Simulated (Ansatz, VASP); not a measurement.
**One calculation of Si4F, two programs**

Contents of INCAR:

```
PREC     = Accurate       # precision mode
ENCUT    = 600            # plane-wave cutoff, eV
EDIFF    = 1E-6           # SCF threshold, eV
ISMEAR   = 0              # smearing method
SIGMA    = 0.1            # smearing width, eV
LREAL    = F              # projectors in reciprocal space
LASPH    = T              # aspherical terms in the spheres
NELM     = 60             # most SCF steps
ALGO     = Normal         # electronic algorithm
ISIF     = 3              # what is computed and relaxed
LWAVE    = F              # write WAVECAR
LCHARG   = F              # write CHGCAR
GGA      = PE             # functional
IBRION   = 2              # ionic algorithm
NSW      = 90             # ionic steps
EDIFFG   = -0.04          # ionic threshold
```

Contents of KPOINTS:

```
Automatic mesh
0
Gamma
  6 6 6
```

The input POSCAR:

```
Si4F
1.0
   -2.5889370300      2.5889370300      2.5889370300
    2.5889370300     -2.5889370300      2.5889370300
    2.5889370300      2.5889370300     -2.5889370300
Si F
4 1
Direct
    0.5000000000      0.5000000000      0.5000000000
    0.5000000000      0.0000000000      0.0000000000
    0.0000000000      0.0000000000      0.5000000000
    0.0000000000      0.5000000000      0.0000000000
    0.0000000000      0.0000000000      0.0000000000
```

Input for Ansatz:

```yaml
crystal:
  lattice:
    - [-2.58893703, 2.58893703, 2.58893703]
    - [2.58893703, -2.58893703, 2.58893703]
    - [2.58893703, 2.58893703, -2.58893703]
  atoms:
    - { symbol: Si, position: [0.5, 0.5, 0.5] }
    - { symbol: Si, position: [0.5, 0.0, 0.0] }
    - { symbol: Si, position: [0.0, 0.0, 0.5] }
    - { symbol: Si, position: [0.0, 0.5, 0.0] }
    - { symbol: F, position: [0.0, 0.0, 0.0] }
basis:
  ecutwfc: 420
kpoints:
  mp_grid: { grid: [6, 6, 6] }
hamiltonian:
  xc: pbe
scf:
  occupations: { method: gaussian, width: 0.1 }
  lower_state_search: "off"
output:
  forces: true
  stress: true
  eigenvalues: true
relax:
  adjacent_minimum: "off"
  f_tol: 0.04
  max_steps: 70
  cell: { stress_tol: 0.4 }
```

Change from the starting cell: species swapped into the Hg4Pt type (Im-3m, No. 229).

Alike in both runs: task relaxation of cell and atoms; functional PBE; k mesh 6 × 6 × 6; occupations gaussian, width 0.1 eV; no spin polarisation.

```csv
,VASP,Ansatz
version,VASP 6.6.1,Ansatz 0.2.0
potentials or method,"VASP PAW PBE potentials, release 64 (Si, F), cutoff 600 eV","scalar-relativistic, plane waves, PAW"
valence electrons in the cell,23,23
```

|  | VASP | Ansatz | Ansatz less VASP |
| --- | --- | --- | --- |
| gap on the k mesh at the Fermi level, each at its own relaxed structure (eV) | none | none | - |
| relaxed volume (Å³/atom) | 16.55 | 16.56 | +0.013 |
| relaxed length of the cell vector where the two differ most in proportion (Å) | 4.755 | 4.756 | +0.0012 |

A gap of «none» marks a metal or a gap that the smearing closes.

Noted on VASP's run: the volume moved by over 15 % at a fixed basis, so the end points are rough.
